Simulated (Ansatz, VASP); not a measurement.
SiC: VASP beside Ansatz

Contents of INCAR:

```
  PREC = Accurate
  ENCUT = 520
  EDIFF = 1E-7
  ISMEAR = 0
  SIGMA = 0.05
  LREAL = False
  LASPH = True
  NELM = 80
  ALGO = Normal
  ISIF = 2
  LWAVE = False
  LCHARG = False
  GGA = PS
  NBANDS = 11
```

Contents of KPOINTS:

```
regular mesh
0
Gamma
  12 12 12
```

File POSCAR:

```
SiC
1.0
    0.0000000000      2.1209327939      2.1209327939
    2.1209327939      0.0000000000      2.1209327939
    2.2389980528      2.2389980528     -0.1180652589
Si C
1 1
Direct
    0.0000000000      0.0000000000      0.0000000000
    0.7500000000      0.7500000000      0.7500000000
```

Input for Ansatz:

```yaml
crystal:
  lattice:
    - [0.0, 2.1209327939, 2.1209327939]
    - [2.1209327939, 0.0, 2.1209327939]
    - [2.2389980528, 2.2389980528, -0.1180652589]
  atoms:
    - { symbol: Si, position: [0.0, 0.0, 0.0] }
    - { symbol: C, position: [0.75, 0.75, 0.75] }
basis:
  ecutwfc: 520.0
kpoints:
  mp_grid: { grid: [12, 12, 12] }
hamiltonian:
  xc: pbesol
  pseudopotentials: { kind: paw, azcp: { folder: soft_1 } }
scf:
  occupations: { method: gaussian, width: 0.05 }
output:
  forces: true
  stress: true
  eigenvalues: true
```

Alike in both runs: task single point; functional PBEsol; k mesh 12 × 12 × 12; occupations gaussian, width 0.05 eV; no spin polarisation.

|  | VASP | Ansatz |
| --- | --- | --- |
| version | VASP 6.6.1 | Ansatz 0.2.0 |
| potentials or method | VASP PAW PBE potentials, release 64 (Si, C), cutoff 520 eV | scalar-relativistic, plane waves, PAW |
| valence electrons in the cell | 8 | 8 |

Ansatz gave:

| Item | Value |
| --- | --- |
| gap on the k mesh at the Fermi level (eV) | 0.97 |
| least direct gap on the mesh (eV) | 3.94 |
| pressure (GPa) | 1.9 |
| traceless stress, the component that is largest in VASP (GPa) | -13.70 |
| rms of the force components (eV/Å) | 0.285 |

Problem. Estimate VASP's values.

Solution. gap on the k mesh at the Fermi level (eV): 0.95; least direct gap on the mesh (eV): 3.93; pressure (GPa): 2.2; traceless stress, the component that is largest in VASP (GPa): -13.81; rms of the force components (eV/Å): 0.291.

VASP's potentials were made for PBE, not for PBEsol, and Ansatz warns of the same on its side. Atom by atom the forces differ by 0.006 eV/Å (rms over components). With one functional, cell and mesh, what is left measures potentials, basis and numerics.
